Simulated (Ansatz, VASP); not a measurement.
One calculation of Na2Se3, two programs

```
CELL_PARAMETERS angstrom
4.45708 0.00000 0.00000
-2.22854 3.85995 0.00000
0.00000 0.00000 8.26942
ATOMIC_POSITIONS crystal
Na 0.33333 0.66667 0.15176
Na 0.66667 0.33333 0.84824
Se 0.00000 0.00000 0.00000
Se 0.33333 0.66667 0.53824
Se 0.66667 0.33333 0.46176
```

Alike in both runs: functional PBE; k mesh 12 × 12 × 6; occupations gaussian, width 0.1 eV; no spin polarisation.

Ansatz relaxed the structure, and its values are those at the end. VASP's run is a single point on that final structure, the one shown.

|  | VASP | Ansatz |
| --- | --- | --- |
| version | VASP 6.6.1 | Ansatz 0.2.0 |
| potentials or method | VASP PAW PBE potentials, release 64 (Na_pv, Se), cutoff 520 eV | scalar-relativistic, plane waves, PAW |
| valence electrons in the cell | 32 | 66 |

|  | VASP | Ansatz | Ansatz less VASP |
| --- | --- | --- | --- |
| gap on the k mesh at the Fermi level (eV) | none | none | - |
| pressure (GPa) | 0.0 | 0.0 | -0.02 |

A gap of «none» marks a metal or a gap that the smearing closes. VASP's potentials hold 32 valence electrons a cell and Ansatz's 66, so a difference there can come from the potentials and not from the codes.
